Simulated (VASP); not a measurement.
Write the native input for VASP 6.6.1 that does the following.

```yaml
Task: single point
Functional: LDA
Potentials_or_basis: VASP PAW LDA potentials, release 64 (Te, Pb_d)
Cutoff: 520 eV
k_mesh: 6 × 6 × 6
Occupations: gaussian, width 0.01 eV
Spin: no spin polarisation
Dipole_correction: no
Further_INCAR_settings: ALGO = Normal; EDIFF = 1e-06; NBANDS = 17
```

The structure of TePb lies in POSCAR:

```
TePb
1.0
    0.0000000000      3.2678555508      3.2678555508
    3.2678555508      0.0000000000      3.2678555508
    3.2678555508      3.2678555508      0.0000000000
Te Pb
1 1
Direct
    0.5000000000      0.5000000000      0.5000000000
    0.0000000000      0.0000000000      0.0000000000
```

The input as run:

INCAR

```
SYSTEM = TePb
PREC = Accurate
ENCUT = 520
EDIFF = 1E-6
ISMEAR = 0
SIGMA = 0.01
LREAL = .False.
LASPH = .True.
NELM = 80
ALGO = Normal
ISIF = 2
LWAVE = .False.
LCHARG = .True.
LELF = .True.
LVHAR = .True.
NBANDS = 17
```

KPOINTS

```
regular mesh
0
Gamma
  6 6 6
  0 0 0
```

Potentials or basis: VASP PAW LDA potentials, release 64 (Te, Pb_d).

Launch:

```console
$ cat potpaw_LDA.64/Te/POTCAR potpaw_LDA.64/Pb_d/POTCAR > POTCAR
$ mpirun -np 1 vasp_std > vasp.out
```

It gave:

```yaml
Pressure: -2.9 GPa
Band_gap_on_the_k_mesh: 0.70 eV, direct
```

Caveat: spin-orbit coupling is left out, which moves the levels of the heavy elements.

Run time: 30 s on 1 thread of Intel Xeon 8259CL, on a shared host, peak memory 0.18 GiB.
